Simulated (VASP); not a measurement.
Set up this calculation in VASP 6.6.1, as the native input.

```yaml
Task: single point
Functional: PBE
Potentials_or_basis: VASP PAW PBE potentials, release 64 (Cs_sv, B)
Cutoff: 520 eV
k_mesh: 8 × 8 × 8
Occupations: gaussian, width 0.1 eV
Spin: no spin polarisation
Dipole_correction: no
Further_INCAR_settings: ALGO = Normal; EDIFF = 1e-07; NBANDS = 23
```

The structure of Cs3B lies in POSCAR:

```
Cs3B
1.0
   -3.9126452081      3.9126452081      3.9126452081
    3.9126452081     -3.9126452081      3.9126452081
    3.9126452081      3.9126452081     -3.9126452081
Cs B
3 1
Direct
    0.0000000000      0.5000000000      0.5000000000
    0.5000000000      0.0000000000      0.5000000000
    0.5000000000      0.5000000000      0.0000000000
    0.0000000000      0.0000000000      0.0000000000
```

One way to write it, as run:

INCAR

```
SYSTEM = Cs3B
PREC     = Accurate       ! precision mode
ENCUT    = 520            ! plane-wave cutoff, eV
EDIFF    = 1E-7           ! SCF threshold, eV
ISMEAR   = 0              ! smearing method
SIGMA    = 0.1            ! smearing width, eV
LREAL    = .False.        ! projectors in reciprocal space
LASPH    = .True.         ! aspherical terms in the spheres
NELM     = 100            ! most SCF steps
ALGO     = Normal         ! electronic algorithm
ISIF     = 2              ! what is computed and relaxed
LWAVE    = .False.        ! write WAVECAR
LCHARG   = .False.        ! write CHGCAR
GGA      = PE             ! functional
NBANDS   = 23             ! bands
```

KPOINTS

```
Automatic mesh
0
Gamma
  8 8 8
  0 0 0
```

Potentials or basis: VASP PAW PBE potentials, release 64 (Cs_sv, B).

Launch:

```bash
$ cat potpaw_PBE.64/Cs_sv/POTCAR potpaw_PBE.64/B/POTCAR > POTCAR
$ mpirun -np 1 vasp_std > vasp.out
```

It gave:

* Pressure: 0.0 GPa
* Band gap on the k mesh: zero (band 15 reaches 1.64 eV, above the bottom of band 16 at 0.97 eV)

Caveat: spin-orbit coupling is left out, which moves the levels of the heavy elements.

Wall time 92 s on 1 thread of AMD EPYC 9R45 96-Core Processor (Zen 5), with other jobs on the host, peak memory 0.38 GiB.
